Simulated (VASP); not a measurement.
A run of VASP 6.6.1:

The input INCAR:

```
SYSTEM = Cs4I
ALGO = Normal ; EDIFF = 1E-7
ENCUT = 520 ; GGA = PE
ISIF = 2 ; ISMEAR = 0
LASPH = .True. ; LCHARG = .True.
LELF = .True. ; LREAL = .False.
LVHAR = .True. ; LWAVE = .False.
NBANDS = 54 ; NELM = 60
PREC = Accurate ; SIGMA = 0.2
```

The input KPOINTS:

```
k-points
0
Gamma
  4 4 2
  0 0 0
```

The input POSCAR:

```
Cs4I
1.0
    0.0000000000      7.8339818000      0.0000000000
    0.0000000000      0.0000000000      7.8339818000
   15.6679636000      0.0000000000      0.0000000000
Cs I
8 2
Direct
    0.5000000000      0.5000000000      0.2500000000
    0.5000000000      0.5000000000      0.7500000000
    0.0000000000      0.0000000000      0.2500000000
    0.0000000000      0.0000000000      0.7500000000
    0.5000000000      0.0000000000      0.0000000000
    0.5000000000      0.0000000000      0.5000000000
    0.0000000000      0.5000000000      0.0000000000
    0.0000000000      0.5000000000      0.5000000000
    0.0000000000      0.0000000000      0.0000000000
    0.0000000000      0.0000000000      0.5000000000
```

Potentials or basis: VASP PAW PBE potentials, release 64 (Cs_sv, I).

The run is started by

```bash
$ cat potpaw_PBE.64/Cs_sv/POTCAR potpaw_PBE.64/I/POTCAR > POTCAR
$ mpirun -np 1 vasp_std > vasp.out
```

Hardware: 1 thread of Intel(R) Xeon(R) 6975P-C (Granite Rapids), with other jobs on the host.

Q: Estimate the wall time of this run.

A: Wall time 9.6 min on 1 thread of Intel(R) Xeon(R) 6975P-C (Granite Rapids), with other jobs on the host, peak memory 1.1 GiB. Counts: scf iterations 17, k points 12.
